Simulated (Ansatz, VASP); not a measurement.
# SnO in VASP and in Ansatz

The input INCAR:

```
SYSTEM = SnO
PREC = Accurate ; ENCUT = 520
EDIFF = 1E-6 ; ISMEAR = 0
SIGMA = 0.1 ; LREAL = .False.
LASPH = .True. ; NELM = 60
ALGO = Normal ; ISIF = 2
LWAVE = .False. ; LCHARG = .False.
GGA = PE ; IVDW = 12
NBANDS = 28
```

KPOINTS

```
regular mesh
0
Gamma
  4 4 4
  0 0 0
```

Contents of POSCAR:

```
SnO
1.0
    3.8365550865      0.0000000000      0.0000000000
    0.0000000000      3.8365550865      0.0000000000
    0.0000000000      0.0000000000      4.7594503556
Sn O
2 2
Direct
    0.5000000000      0.0000000000      0.2434679931
    0.0000000000      0.5000000000      0.7565320069
    0.0000000000      0.0000000000      0.0000000000
    0.5000000000      0.5000000000      0.0000000000
```

Input for Ansatz:

```yaml
crystal:
  lattice:
    - [3.8365550865, 0.0, 0.0]
    - [0.0, 3.8365550865, 0.0]
    - [0.0, 0.0, 4.7594503556]
  atoms:
    - { symbol: Sn, position: [0.5, 0.0, 0.2434679931] }
    - { symbol: Sn, position: [0.0, 0.5, 0.7565320069] }
    - { symbol: O, position: [0.0, 0.0, 0.0] }
    - { symbol: O, position: [0.5, 0.5, 0.0] }
basis:
  ecutwfc: 420
kpoints:
  mp_grid: { grid: [4, 4, 4] }
  band_path:
    path:
      - [0.0, 0.0, 0.0]
      - [0.0, 0.5, 0.0]
      - [0.5, 0.5, 0.0]
      - [0.0, 0.0, 0.5]
      - [0.0, 0.5, 0.5]
      - [0.5, 0.5, 0.5]
      - [0.0, 0.08333333, 0.0]
    npoints: 1
hamiltonian:
  xc: pbe
  dispersion: d3bj
scf:
  occupations: { method: gaussian, width: 0.1 }
  n_extra_bands: 5
output:
  forces: true
  stress: true
  eigenvalues: true
```

Alike in both runs: task single point; functional PBE; dispersion D3(BJ); k mesh 4 × 4 × 4; occupations gaussian, width 0.1 eV; no spin polarisation.

```csv
,VASP,Ansatz
version,VASP 6.6.1,Ansatz 0.2.0
potentials or method,"VASP PAW PBE potentials, release 64 (Sn_d, O), cutoff 520 eV","scalar-relativistic, plane waves, PAW"
valence electrons in the cell,40,40
```

Ansatz gave:

| Item | Value |
| --- | --- |
| pressure (GPa) | -0.1 |
| traceless stress, the component that is largest in VASP (GPa) | 0.18 |
| rms of the force components (eV/Å) | 0.026 |

**Question.** Which values does VASP return?

**Answer.** Pressure (GPa): 0.1; traceless stress, the component that is largest in VASP (GPa): 0.19; rms of the force components (eV/Å): 0.058.

Atom by atom the forces differ by 0.031 eV/Å (rms over components).

The k mesh is coarse, so the values compare programs but aren't converged.
